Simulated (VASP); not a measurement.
# InP: relaxation of the atoms with PBE

Crystal: InP.

```
CELL_PARAMETERS angstrom
0.00000 2.99190 2.99190
2.99190 0.00000 2.99190
2.99190 2.99190 0.00000
ATOMIC_POSITIONS crystal
In 0.00000 0.00000 0.00000
P 0.25000 0.25000 0.25000
```

```
Program                : VASP 6.6.1
Task                   : relaxation of the atoms
Functional             : PBE
Potentials or basis    : VASP PAW PBE potentials, release 64 (In_d, P)
Cutoff                 : 520 eV
k mesh                 : 13 × 13 × 13
Occupations            : fermi-dirac, width 0.02 eV
Spin                   : no spin polarisation
Dipole correction      : no
Further INCAR settings : ALGO = Normal; EDIFF = 1e-06; IBRION = 2; EDIFFG = -0.02; NSW = 80
```

| Property | Result |
| --- | --- |
| Pressure after relaxing | -0.8 GPa |
| Band gap on the k mesh | 0.37 eV |

Final structure:
```cif
data_structure
_symmetry_space_group_name_H-M 'P 1'
_symmetry_Int_Tables_number 1
_cell_length_a 4.2312
_cell_length_b 4.2312
_cell_length_c 4.2312
_cell_angle_alpha 60.000
_cell_angle_beta 60.000
_cell_angle_gamma 60.000
_cell_volume 53.56
loop_
_atom_site_label
_atom_site_type_symbol
_atom_site_fract_x
_atom_site_fract_y
_atom_site_fract_z
_atom_site_occupancy
In1 In 0.00000 0.00000 0.00000 1
P1 P 0.25000 0.25000 0.25000 1
```

Levels at points of the mesh, in eV from the valence-band top:
```
           k point  band 5  band 6  band 7  band 8  band 9  band 10  band 11  band 12  band 13
(0.00, 0.00, 0.00)  -13.95  -11.11    0.00    0.00    0.00     0.37     4.09     4.09     4.09
```

It took 40 s on 1 thread of Intel(R) Xeon(R) Platinum 8259CL CPU @ 2.50GHz (Skylake/Cascade Lake) (shared host), peak memory 0.21 GiB.

Caveat: the relaxation stopped at its first step, so nothing moved; spin-orbit coupling is left out, which moves the levels of the heavy elements.
